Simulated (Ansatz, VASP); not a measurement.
Ti3Pt: VASP beside Ansatz

```
Ti Pt
1.0
     5.02466    0.00000    0.00000
     0.00000    5.02466    0.00000
     0.00000    0.00000    5.02466
Ti Pt
6 2
Cartesian
  1.2562 0.0000 2.5123
  2.5123 3.7685 0.0000
  3.7685 0.0000 2.5123
  2.5123 1.2562 0.0000
  0.0000 2.5123 3.7685
  0.0000 2.5123 1.2562
  0.0000 0.0000 0.0000
  2.5123 2.5123 2.5123
```

Alike in both runs: functional r2SCAN; k mesh 7 × 7 × 7; occupations fermi-dirac, width 0.1 eV; no spin polarisation.

Ansatz relaxed the structure, and its values are those at the end. VASP's run is a single point on that final structure, the one shown.

|  | VASP | Ansatz |
| --- | --- | --- |
| version | VASP 6.6.1 | Ansatz 0.2.0 |
| potentials or method | VASP PAW PBE potentials, release 64 (Ti_sv, Pt), cutoff 520 eV | PAW plane waves |
| valence electrons in the cell | 92 | 108 |

VASP gave:

* pressure (GPa): 0.4

What did Ansatz give for the same quantities?

Pressure (GPa): -0.1.

VASP's potentials were made for PBE, not for r2SCAN. VASP's potentials hold 92 valence electrons a cell and Ansatz's 108, so a difference there can come from the potentials and not from the codes. Ansatz's warnings: stress scf threshold loose.

Neither program's run includes spin-orbit coupling.
